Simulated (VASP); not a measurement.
## InSb: single point with LDA

The system is InSb.

```
CELL_PARAMETERS angstrom
5.33908 0.00000 0.00000
0.00000 5.69290 0.00000
0.00000 0.00000 3.05276
ATOMIC_POSITIONS crystal
In 0.00000 0.00000 0.00000
In 0.50000 0.50000 0.00000
Sb 0.50000 0.00000 0.83500
Sb 0.00000 0.50000 0.16500
```

This cell differs from its parent crystal: volume scaled by 0.99.

```json
{
  "Program": "VASP 6.6.1",
  "Task": "single point",
  "Functional": "LDA",
  "Potentials or basis": "VASP PAW LDA potentials, release 64 (In_d, Sb)",
  "Cutoff": "520 eV",
  "k mesh": "6 × 6 × 11",
  "Occupations": "fermi-dirac, width 0.08 eV",
  "Spin": "no spin polarisation"
}
```

```yaml
Pressure: 13.0 GPa
Largest_force: 0.641 eV/Å
Band_gap_on_the_k_mesh: zero (band 18 reaches 11.23 eV, above the bottom of band 19 at 7.87 eV)
```

Forces in eV/Å, atoms in the order of the input:
```
In   0.000  0.000  0.256
In   0.000  0.000 -0.256
Sb   0.000  0.000 -0.641
Sb   0.000  0.000  0.641
```

Stress tensor (GPa, compression positive):
```
24.53  0.00  0.00
 0.00  9.88  0.00
 0.00  0.00  4.52
```

Levels at points of the mesh, in eV from the Fermi level:
```
           k point  band 16  band 17  band 18  band 19  band 20  band 21
(0.00, 0.00, 0.00)    -2.99    -2.69    -2.23     3.12     4.33     4.33
(0.50, 0.00, 0.00)    -4.49     1.00     1.00     4.33     4.33     4.68
(0.00, 0.50, 0.00)    -4.67    -0.38    -0.38     3.88     3.88     4.54
(0.50, 0.50, 0.00)    -0.40     1.30     1.30     2.42     2.42     2.76
```

Wall time 110 s on 1 thread of Intel(R) Xeon(R) 6975P-C (Granite Rapids) (shared host), peak memory 0.31 GiB.

Caveat: spin-orbit coupling is left out, which moves the levels of the heavy elements.
